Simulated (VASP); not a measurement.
# Ag (Im-3m) in VASP: further runs

The runs below take Ag through single point, with PBE.

Program: VASP 6.6.1. These are calculated values, not measurements. Logs are shortened: lines on timing, memory, paths and dates and some standing lists are left out, and cuts for length are marked.

### Step 1. The cell of the first run

The structure is cubic, space group Im-3m (No. 229). The conventional cell has a = 3.311 Å, b = 3.311 Å, c = 3.311 Å, α = 90.00°, β = 90.00°, γ = 90.00°. Within 3.8 Å of Ag (site symmetry m-3m) lie 14 Ag at 2.87 to 3.31 Å.

### Step 2. Single point, PBE

File INCAR:

```
SYSTEM = Ag
ALGO = Fast
EDIFF = 1E-6
ENCUT = 520
GGA = PE
ISIF = 2
ISMEAR = 0
LASPH = .True.
LCHARG = .False.
LREAL = .False.
LWAVE = .False.
NBANDS = 12
NELM = 80
PREC = Accurate
SIGMA = 0.15
```

File KPOINTS:

```
k-points
0
Gamma
  20 20 20
  0 0 0
```

File POSCAR:

```
Ag
1.0
   -1.6556540000      1.6556540000      1.6556540000
    1.6556540000     -1.6556540000      1.6556540000
    1.6556540000      1.6556540000     -1.6556540000
Ag
1
Direct
    0.0000000000      0.0000000000      0.0000000000
```

Potentials or basis: VASP PAW PBE potentials, release 64 (Ag).

On the command line:

```sh
$ cat potpaw_PBE.64/Ag/POTCAR > POTCAR
$ mpirun -np 1 vasp_std > vasp.out
```

OUTCAR:

```text
SYSTEM = Ag
   EDIFF = 1E-6
   ENCUT = 520
   GGA = PE
   ISIF = 2
   ISMEAR = 0
   LASPH = .True.
   LREAL = .False.
   NELM = 80
   PREC = Accurate

 ion  position               nearest neighbor table
   1  0.000  0.000  0.000-

  LATTYP: Found a body centered cubic cell.
 ALAT       =     3.3113080000

  Lattice vectors:

 A1 = (  -1.6556540000,   1.6556540000,   1.6556540000)
 A2 = (   1.6556540000,  -1.6556540000,   1.6556540000)
 A3 = (   1.6556540000,   1.6556540000,  -1.6556540000)

Analysis of symmetry for initial positions (statically):
=====================================================================
 Subroutine PRICEL returns:
 Original cell was already a primitive cell.

 Routine SETGRP: Setting up the symmetry group for a
 body centered cubic supercell.

 Subroutine GETGRP returns: Found 48 space group operations
 (whereof 48 operations were pure point group operations)
 out of a pool of 48 trial point group operations.

The static configuration has the point symmetry O_h .

Analysis of symmetry for dynamics (positions and initial velocities):
=====================================================================
 Subroutine PRICEL returns:
 Original cell was already a primitive cell.

 Routine SETGRP: Setting up the symmetry group for a
 body centered cubic supercell.

 Subroutine GETGRP returns: Found 48 space group operations
 (whereof 48 operations were pure point group operations)
 out of a pool of 48 trial point group operations.

The dynamic configuration has the point symmetry O_h .

 Subroutine INISYM returns: Found 48 space group operations
 (whereof 48 operations are pure point group operations),
 and found     1 'primitive' translations

----------------------------------------------------------------------------------------

                                     Primitive cell

  volume of cell :      18.1538

  direct lattice vectors                    reciprocal lattice vectors
    -1.655654000  1.655654000  1.655654000     0.000000000  0.301995465  0.301995465
     1.655654000 -1.655654000  1.655654000     0.301995465  0.000000000  0.301995465
     1.655654000  1.655654000 -1.655654000     0.301995465  0.301995465  0.000000000

  length of vectors
     2.867676848  2.867676848  2.867676848     0.427086083  0.427086083  0.427086083

  position of ions in fractional coordinates (direct lattice)
     0.000000000  0.000000000  0.000000000

  ion indices of the primitive-cell ions
   primitive index   ion index
                 1           1

----------------------------------------------------------------------------------------

 KPOINTS: k-points

Automatic generation of k-mesh.
 Grid dimensions read from file:
 generate k-points for:   20   20   20

 Generating k-lattice:

  Cartesian coordinates                     Fractional coordinates (reciprocal lattice)
     0.000000000  0.015099773  0.015099773     0.050000000  0.000000000  0.000000000
     0.015099773  0.000000000  0.015099773     0.000000000  0.050000000  0.000000000
     0.015099773  0.015099773  0.000000000     0.000000000  0.000000000  0.050000000

  Length of vectors
     0.021354304  0.021354304  0.021354304

  Shift w.r.t. Gamma in fractional coordinates (k-lattice)
     0.000000000  0.000000000  0.000000000

 Subroutine IBZKPT returns following result:
 ===========================================

 Found    256 irreducible k-points:

 Following reciprocal coordinates:
            Coordinates               Weight
  0.000000  0.000000  0.000000      1.000000
  0.050000  0.000000  0.000000     12.000000
  0.100000  0.000000  0.000000     12.000000
  0.150000  0.000000  0.000000     12.000000
  0.200000  0.000000  0.000000     12.000000
  0.250000  0.000000  0.000000     12.000000
[... 16 lines left out ...]
  0.200000  0.100000  0.000000     48.000000
  0.250000  0.100000  0.000000     48.000000
 [... further k-points ...]
   k-points           NKPTS =    256   k-points in BZ     NKDIM =    256   number of bands    NBANDS=     12
   number of dos      NEDOS =    301   number of ions     NIONS =      1
   total plane-waves  NPLWV =  13824
   dimension x,y,z NGX =    24 NGY =   24 NGZ =   24
   dimension x,y,z NGXF=    48 NGYF=   48 NGZF=   48
   ions per type =               1
   NGX,Y,Z   is equivalent  to a cutoff of  13.91, 13.91, 13.91 a.u.
   NGXF,Y,Z  is equivalent  to a cutoff of  27.83, 27.83, 27.83 a.u.
 SYSTEM =  Ag
   PREC   = accura    normal or accurate (medium, high low for compatibility)
   ISTART =      0    job   : 0-new  1-cont  2-samecut
   ICHARG =      2    charge: 1-file 2-atom 10-const
   ISPIN  =      1    spin polarized calculation?
   LNONCOLLINEAR =      F non collinear calculations
   LSORBIT =      F    spin-orbit coupling
   LASPH  =      T    aspherical Exc in radial PAW
   ENCUT  =  520.0 eV  38.22 Ry    6.18 a.u.   5.33  5.33  5.33*2*pi/ulx,y,z
   NELM   =     80;   NELMIN=  2; NELMDL= -5     # of ELM steps
   EDIFF  = 0.1E-05   stopping-criterion for ELM
   LREAL  =      F    real-space projection
   EDIFFG = 0.1E-04   stopping-criterion for IOM
   NSW    =      0    number of steps for IOM
   IBRION =     -1    ionic relax: 0-MD 1-quasi-New 2-CG
   NFREE  =      0    steps in history (QN), initial steepest desc. (CG)
   ISIF   =      2    stress and relaxation
   ISYM   =      2    0-nonsym 1-usesym 2-fastsym
   POTIM  = 0.5000    time-step for ionic-motion
   TEBEG  =    0.0;   TEEND  =   0.0 temperature during run
   PSTRESS=    0.0 pullay stress
   NELECT =      11.0000    total number of electrons
   NUPDOWN=      -1.0000    fix difference up-down
   EMIN   =  10.00;   EMAX   =-10.00  energy-range for DOS
   EFERMI =   0.00;   METHOD = LEGACY
   ISMEAR =     0;   SIGMA  =   0.15  broadening in eV -4-tet -1-fermi 0-gaus
   EFERMI_NEDOS =   21; number of points for ismear=-14 and -15
   IALGO  =     68    algorithm
   IMIX   =      4    mixing-type and parameters
     AMIX     =   0.40;   BMIX     =  1.00
     AMIX_MAG =   1.60;   BMIX_MAG =  1.00
  volume/ion in A,a.u.               =      18.15       122.51
  Fermi-wavevector in a.u.,A,eV,Ry     =   1.385318  2.617871 26.111022  1.919106
  Thomas-Fermi vector in A             =   2.509739
   LORBIT       =      0    0 simple, 1 ext, 2 COOP (PROOUT), +10 PAW based schemes
   GGA     = PE    functional components
   LHFCALC =     F    Hartree Fock is set to
   AEXX    =    0.0000 exact exchange contribution
   IVDW    =     0    specifies the selected vdW correction
   LEPSILON=     F    determine dielectric tensor
   LRPA    =     F    only Hartree local field effects (RPA)
 non-spin polarized calculation
 RMM-DIIS sequential band-by-band and
 Gauss-broadening in eV      SIGMA  =   0.15
  energy-cutoff  :      520.00
  volume of cell :       18.15
 maximum number of plane-waves:       498
 NGX is ok and might be reduce to    24
   NGX = 11   NGY = 11   NGZ = 11

 number of electron      11.0000001 magnetization

 Free energy of the ion-electron system (eV)
  ---------------------------------------------------
  ext. energy  EPLUGINS =         0.00000000
  ---------------------------------------------------
  free energy    TOTEN  =        -2.68492970 eV

  energy without entropy =       -2.68002146  energy(sigma->0) =       -2.68247558

 E-fermi :   7.6186     XC(G=0): -11.8382

 val. band max:        7.6170591112   @ k =  -0.3000   0.4000   0.2000
 cond. band min:       7.6235979247   @ k =  -0.4000   0.4500   0.1000
 fundamental gap:      0.0065388135
 Fermi energy:         7.6186337767

 k-point     1 :       0.0000    0.0000    0.0000
  band No.  band energies     occupation
      1       0.2785      2.00000
      2       2.8962      2.00000
      3       2.8962      2.00000
      4       2.8962      2.00000
      5       4.0987      2.00000
      6       4.0987      2.00000
      7      25.3419      0.00000
      8      25.3419      0.00000
      9      25.3419      0.00000
     10      30.7068      0.00000
     11      30.7069      0.00000
     12      30.7080      0.00000

 k-point     2 :       0.0500    0.0000    0.0000
  band No.  band energies     occupation
      1       0.3575      2.00000
      2       2.8778      2.00000
      3       2.8994      2.00000
      4       2.9392      2.00000
      5       4.0784      2.00000
      6       4.1000      2.00000
      7      25.1177      0.00000
      8      25.3142      0.00000
      9      25.3877      0.00000
     10      29.6277      0.00000
     11      29.7147      0.00000
     12      30.1703      0.00000

 k-point     3 :       0.1000    0.0000    0.0000
  band No.  band energies     occupation
      1       0.5879      2.00000
      2       2.8248      2.00000
      3       2.9101      2.00000
      4       3.0661      2.00000
      5       4.0263      2.00000
      6       4.1040      2.00000
      7      24.3427      0.00000
      8      25.1350      0.00000
      9      25.5180      0.00000
     10      28.5418      0.00000
     11      28.7519      0.00000
     12      29.0154      0.00000
[... 286 lines left out ...]
 k-point    23 :       0.2000    0.1000    0.0000
  band No.  band energies     occupation
      1       1.8391      2.00000
      2       2.5767      2.00000
      3       3.0280      2.00000
      4       3.8581      2.00000
      5       4.1094      2.00000
      6       4.3429      2.00000
      7      19.2992      0.00000
      8      21.5794      0.00000
      9      23.8628      0.00000
     10      26.4302      0.00000
     11      29.3097      0.00000
     12      29.6554      0.00000

 k-point    24 :       0.2500    0.1000    0.0000
  band No.  band energies     occupation
      1       1.9141      2.00000
      2       2.4688      2.00000
      3       3.4136      2.00000
      4       3.8868      2.00000
      5       4.2012      2.00000
      6       4.9003      2.00000
      7      17.3265      0.00000
      8      20.8868      0.00000
      9      22.9700      0.00000
     10      26.6625      0.00000
     11      29.5455      0.00000
     12      30.0176      0.00000

 [... further k-points ...]
[... 5 lines left out ...]
  --------------------------------------------------------------------------------------
  -------------------------------------------------------------------------------------
  Total       -0.0864247     -0.0864247     -0.0864247      0.0000000      0.0000000      0.0000000
  in kB       -7.6274589     -7.6274589     -7.6274589      0.0000000      0.0000000      0.0000000
  external PRESSURE =      -7.6274589 kB  Pullay stress =       0.0000000 kB

 VOLUME and BASIS-vectors are now :
 -----------------------------------------------------------------------------
  energy-cutoff  :      520.00
  volume of cell :       18.15
      direct lattice vectors                 reciprocal lattice vectors
    -1.655654000  1.655654000  1.655654000     0.000000000  0.301995465  0.301995465
     1.655654000 -1.655654000  1.655654000     0.301995465  0.000000000  0.301995465
     1.655654000  1.655654000 -1.655654000     0.301995465  0.301995465  0.000000000

 POSITION                                       TOTAL-FORCE (eV/Angst)
 -----------------------------------------------------------------------------------
      0.00000      0.00000      0.00000         0.000000      0.000000      0.000000
 -----------------------------------------------------------------------------------
    total drift:                                0.000000      0.000000      0.000000

  FREE ENERGIE OF THE ION-ELECTRON SYSTEM (eV)
  ---------------------------------------------------
  free  energy   TOTEN  =        -2.6849297042 eV

  energy  without entropy=       -2.6800214642  energy(sigma->0) =       -2.68247558
```

Run time: 44 s. Hardware: 1 thread of AMD EPYC 7R13 (Zen 3), shared host; peak memory 0.15 GiB.

Results:

```yaml
Free_energy: -2.6849 eV
Pressure: -0.8 GPa
```

### Step 3. Single point, PBE

File INCAR:

```
ALGO = Fast ; EDIFF = 1E-6
ENCUT = 520 ; GGA = PE
ISIF = 2 ; ISMEAR = 0
LASPH = T ; LCHARG = F
LREAL = F ; LWAVE = F
NBANDS = 12 ; NELM = 100
PREC = Accurate ; SIGMA = 0.15
```

File KPOINTS:

```
k-points
0
Gamma
  22 22 22
```

POSCAR is that of step 2.

Potentials or basis: VASP PAW PBE potentials, release 64 (Ag).

On the command line:

```sh
$ cat potpaw_PBE.64/Ag/POTCAR > POTCAR
$ mpirun -np 1 vasp_std > vasp.out
```

OUTCAR:

```text
EDIFF = 1E-6
   ENCUT = 520
   GGA = PE
   ISIF = 2
   ISMEAR = 0
   LASPH = T
   LREAL = F
   NELM = 100
   PREC = Accurate

 ion  position               nearest neighbor table
   1  0.000  0.000  0.000-

  LATTYP: Found a body centered cubic cell.
 ALAT       =     3.3113080000

  Lattice vectors:

 A1 = (  -1.6556540000,   1.6556540000,   1.6556540000)
 A2 = (   1.6556540000,  -1.6556540000,   1.6556540000)
 A3 = (   1.6556540000,   1.6556540000,  -1.6556540000)

Analysis of symmetry for initial positions (statically):
=====================================================================
 Subroutine PRICEL returns:
 Original cell was already a primitive cell.

 Routine SETGRP: Setting up the symmetry group for a
 body centered cubic supercell.

 Subroutine GETGRP returns: Found 48 space group operations
 (whereof 48 operations were pure point group operations)
 out of a pool of 48 trial point group operations.

The static configuration has the point symmetry O_h .

Analysis of symmetry for dynamics (positions and initial velocities):
=====================================================================
 Subroutine PRICEL returns:
 Original cell was already a primitive cell.

 Routine SETGRP: Setting up the symmetry group for a
 body centered cubic supercell.

 Subroutine GETGRP returns: Found 48 space group operations
 (whereof 48 operations were pure point group operations)
 out of a pool of 48 trial point group operations.

The dynamic configuration has the point symmetry O_h .

 Subroutine INISYM returns: Found 48 space group operations
 (whereof 48 operations are pure point group operations),
 and found     1 'primitive' translations

----------------------------------------------------------------------------------------

                                     Primitive cell

  volume of cell :      18.1538

[... 107 lines left out ...]
  volume/ion in A,a.u.               =      18.15       122.51
  Fermi-wavevector in a.u.,A,eV,Ry     =   1.385318  2.617871 26.111022  1.919106
  Thomas-Fermi vector in A             =   2.509739
   LORBIT       =      0    0 simple, 1 ext, 2 COOP (PROOUT), +10 PAW based schemes
   GGA     = PE    functional components
   LHFCALC =     F    Hartree Fock is set to
   AEXX    =    0.0000 exact exchange contribution
   IVDW    =     0    specifies the selected vdW correction
   LEPSILON=     F    determine dielectric tensor
   LRPA    =     F    only Hartree local field effects (RPA)
 non-spin polarized calculation
 RMM-DIIS sequential band-by-band and
 Gauss-broadening in eV      SIGMA  =   0.15
  energy-cutoff  :      520.00
  volume of cell :       18.15
 maximum number of plane-waves:       498
 NGX is ok and might be reduce to    24
   NGX = 11   NGY = 11   NGZ = 11

 number of electron      11.0000001 magnetization

 Free energy of the ion-electron system (eV)
  ---------------------------------------------------
  ext. energy  EPLUGINS =         0.00000000
  ---------------------------------------------------
  free energy    TOTEN  =        -2.68600921 eV

  energy without entropy =       -2.68144768  energy(sigma->0) =       -2.68372844

 E-fermi :   7.6180     XC(G=0): -11.8383

 val. band max:        7.6083466842   @ k =   0.4091   0.0455   0.0455
 cond. band min:       7.6350698143   @ k =  -0.4091   0.4545   0.0909
 fundamental gap:      0.0267231301
 Fermi energy:         7.6180334531

 k-point     1 :       0.0000    0.0000    0.0000
  band No.  band energies     occupation
      1       0.2784      2.00000
      2       2.8958      2.00000
      3       2.8958      2.00000
      4       2.8958      2.00000
      5       4.0983      2.00000
      6       4.0983      2.00000
      7      25.3419      0.00000
      8      25.3419      0.00000
      9      25.3419      0.00000
     10      30.7067      0.00000
     11      30.7068      0.00000
     12      30.7079      0.00000
[... 331 lines left out ...]
 k-point    24 :       0.1364    0.0909    0.0000
  band No.  band energies     occupation
      1       1.3702      2.00000
      2       2.7114      2.00000
      3       2.8420      2.00000
      4       3.6238      2.00000
      5       3.8891      2.00000
      6       4.1570      2.00000
      7      21.9077      0.00000
      8      22.8903      0.00000
      9      25.3348      0.00000
     10      26.0811      0.00000
     11      28.5797      0.00000
     12      29.5448      0.00000

 [... further k-points ...]
[... 5 lines left out ...]
  --------------------------------------------------------------------------------------
  -------------------------------------------------------------------------------------
  Total       -0.0891967     -0.0891967     -0.0891967      0.0000000      0.0000000      0.0000000
  in kB       -7.8721044     -7.8721044     -7.8721044      0.0000000      0.0000000      0.0000000
  external PRESSURE =      -7.8721044 kB  Pullay stress =       0.0000000 kB

 VOLUME and BASIS-vectors are now :
 -----------------------------------------------------------------------------
  energy-cutoff  :      520.00
  volume of cell :       18.15
      direct lattice vectors                 reciprocal lattice vectors
    -1.655654000  1.655654000  1.655654000     0.000000000  0.301995465  0.301995465
     1.655654000 -1.655654000  1.655654000     0.301995465  0.000000000  0.301995465
     1.655654000  1.655654000 -1.655654000     0.301995465  0.301995465  0.000000000

 POSITION                                       TOTAL-FORCE (eV/Angst)
 -----------------------------------------------------------------------------------
      0.00000      0.00000      0.00000        -0.000000      0.000000     -0.000000
 -----------------------------------------------------------------------------------
    total drift:                               -0.000000      0.000000      0.000000

  FREE ENERGIE OF THE ION-ELECTRON SYSTEM (eV)
  ---------------------------------------------------
  free  energy   TOTEN  =        -2.6860092071 eV

  energy  without entropy=       -2.6814476813  energy(sigma->0) =       -2.68372844
```

OSZICAR:

```text
N       E                     dE             d eps       ncg     rms          rms(c)
DAV:   1     0.516252637426E+02    0.51625E+02   -0.54923E+03  7960   0.824E+02
DAV:   2    -0.212572205301E+01   -0.53751E+02   -0.50781E+02  9156   0.190E+02
DAV:   3    -0.291696197126E+01   -0.79124E+00   -0.79068E+00  9156   0.246E+01
DAV:   4    -0.291936699413E+01   -0.24050E-02   -0.24049E-02  8872   0.142E+00
DAV:   5    -0.291938694246E+01   -0.19948E-04   -0.19948E-04  9068   0.116E-01    0.443E+00
RMM:   6    -0.269375497894E+01    0.22563E+00   -0.36693E-01  7918   0.544E+00    0.295E+00
RMM:   7    -0.268834839449E+01    0.54066E-02   -0.72570E-03  8872   0.956E-01    0.175E+00
RMM:   8    -0.268601984814E+01    0.23285E-02   -0.57133E-04  8802   0.235E-01    0.169E-01
RMM:   9    -0.268600520341E+01    0.14645E-04   -0.79169E-05  9378   0.759E-02    0.608E-02
RMM:  10    -0.268600806831E+01   -0.28649E-05   -0.14665E-05  9055   0.308E-02    0.164E-02
RMM:  11    -0.268600914408E+01   -0.10758E-05   -0.39880E-06  7737   0.132E-02    0.501E-03
RMM:  12    -0.268600920707E+01   -0.62990E-07   -0.30676E-07  5889   0.411E-03
   1 F= -.26860092E+01 E0= -.26837284E+01  d E =-.456153E-02
```

It took 62 s on 1 thread of AMD EPYC 7R13 (Zen 3), shared host; peak memory 0.15 GiB.

Results:

- Free energy: -2.6860 eV
- Pressure: -0.8 GPa

Levels at points of the mesh, in eV from the Fermi level:
```
           k point  band 1  band 2  band 3  band 4  band 5  band 6  band 7  band 8  band 9  band 10
(0.00, 0.00, 0.00)   -7.34   -4.72   -4.72   -4.72   -3.52   -3.52   17.72   17.72   17.72    23.09
(0.50, 0.00, 0.00)   -6.05   -5.42   -3.57   -3.41   -2.61    0.06    3.78   13.09   13.92    19.22
(0.50, 0.50, 0.50)   -6.00   -6.00   -2.83   -2.83   -2.83    6.71    6.71    6.71   11.95    12.96
```
